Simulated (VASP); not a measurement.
# Co2PtO4: single point with PBEsol

The system is Co2PtO4, a slab with vacuum.

```
O Co Pt
1.0
     2.81018    0.00000    0.00000
    -1.40509    2.43369    0.00000
     0.00000    0.00000   22.82532
O Co Pt
4 2 1
Direct
  0.00000 0.00000 0.32858
  0.66667 0.33333 0.41298
  0.66667 0.33333 0.58702
  0.33333 0.66667 0.67142
  0.33333 0.66667 0.37078
  0.00000 0.00000 0.62922
  0.66667 0.33333 0.50000
```

| Item | Value |
| --- | --- |
| Program | VASP 6.6.1 |
| Task | single point |
| Functional | PBEsol |
| Potentials or basis | VASP PAW PBE potentials, release 64 (O, Co, Pt) |
| Cutoff | 520 eV |
| k mesh | 12 × 12 × 1 |
| Occupations | gaussian, width 0.1 eV |
| Spin | no spin polarisation |

```yaml
Largest_force: 1.744 eV/Å
Band_gap_on_the_k_mesh: zero (band 26 reaches -1.36 eV, above the bottom of band 27 at -1.49 eV)
```

Forces in eV/Å, atoms in the order of the input:
```
O    0.000  0.000  1.186
O    0.000  0.000  0.141
O    0.000  0.000 -0.176
O    0.000  0.000 -1.377
Co   0.000  0.000 -1.508
Co   0.000  0.000  1.744
Pt   0.000  0.000 -0.009
```

Levels at points of the mesh, in eV from the Fermi level:
```tsv
k point	band 24	band 25	band 26	band 27	band 28	band 29
(0.00, 0.00, 0.00)	-0.67	-0.67	-0.09	0.02	2.41	2.41
(0.50, 0.00, 0.00)	-0.36	-0.34	0.01	0.95	1.81	2.24
```

Run time: 7.9 min on 1 thread of Intel Xeon 6975P-C, with other jobs on the host, peak memory 0.37 GiB.

Caveat: the PAW data sets were made with another functional, which shifts forces and pressure a little; spin-orbit coupling is left out, which moves the levels of the heavy elements; the run has no spin polarisation, though such a crystal can be magnetic; semilocal functionals often make such compounds metallic where correlation or magnetic order opens a gap, which also shifts bond lengths. Spin polarisation is off, so any magnetic state and its effect on volume and gap are missing.
